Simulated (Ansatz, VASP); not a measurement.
# One calculation of Ti, two programs

```
CELL_PARAMETERS angstrom
0.00000 1.92002 2.07420
1.92002 0.00000 2.07420
1.92002 1.92002 0.00000
ATOMIC_POSITIONS crystal
Ti 0.00000 0.00000 0.00000
```

Alike in both runs: task single point; functional PBE; k mesh 20 × 20 × 20; occupations gaussian, width 0.15 eV; no spin polarisation.

|  | VASP | Ansatz |
| --- | --- | --- |
| version | VASP 6.6.1 | Ansatz 0.2.0 |
| potentials or method | VASP PAW PBE potentials, release 64 (Ti_sv), cutoff 520 eV | scalar-relativistic, plane waves, PAW |
| valence electrons in the cell | 12 | 12 |

|  | VASP | Ansatz | Ansatz less VASP |
| --- | --- | --- | --- |
| gap on the k mesh at the Fermi level (eV) | none | none | - |
| pressure (GPa) | 16.5 | 17.0 | +0.46 |
| traceless stress, the component that is largest in VASP (GPa) | -1.51 | -1.45 | +0.058 |

A gap of «none» marks a metal or a gap that the smearing closes. The functional is the same, so the differences come from potentials, cutoffs and numerics.
